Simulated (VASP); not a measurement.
Input of a VASP 6.6.1 run:

The input INCAR:

```
PREC = Accurate ; ENCUT = 520
EDIFF = 1E-6 ; ISMEAR = -1
SIGMA = 0.05 ; LREAL = False
LASPH = True ; NELM = 150
ALGO = Normal ; ISIF = 2
LWAVE = False ; LCHARG = True
MAGMOM = 0 0 0 ; LORBIT = 11
LSORBIT = True ; GGA_COMPAT = False
LORBMOM = True ; GGA = PE
LVHAR = True ; NBANDS = 21
```

File KPOINTS:

```
Automatic mesh
0
Gamma
  11 11 11
```

File POSCAR:

```
Ba
1.0
    0.0000000000      3.1675423141      3.1675423141
    3.1675423141      0.0000000000      3.1675423141
    3.1675423141      3.1675423141      0.0000000000
Ba
1
Direct
    0.0000000000      0.0000000000      0.0000000000
```

Potentials or basis: VASP PAW PBE potentials, release 64 (Ba_sv).

Launch:

```sh
$ cat potpaw_PBE.64/Ba_sv/POTCAR > POTCAR
$ mpirun -np 1 vasp_ncl > vasp.out
```

Question: What does it give for the pressure?

Answer: 0.1 GPa.

Question: Estimate the net moment.

Answer: 0.00 μB per cell.

Moments on the atoms (μB; x, y, z):
```
Ba  0.00 0.00 0.00
```
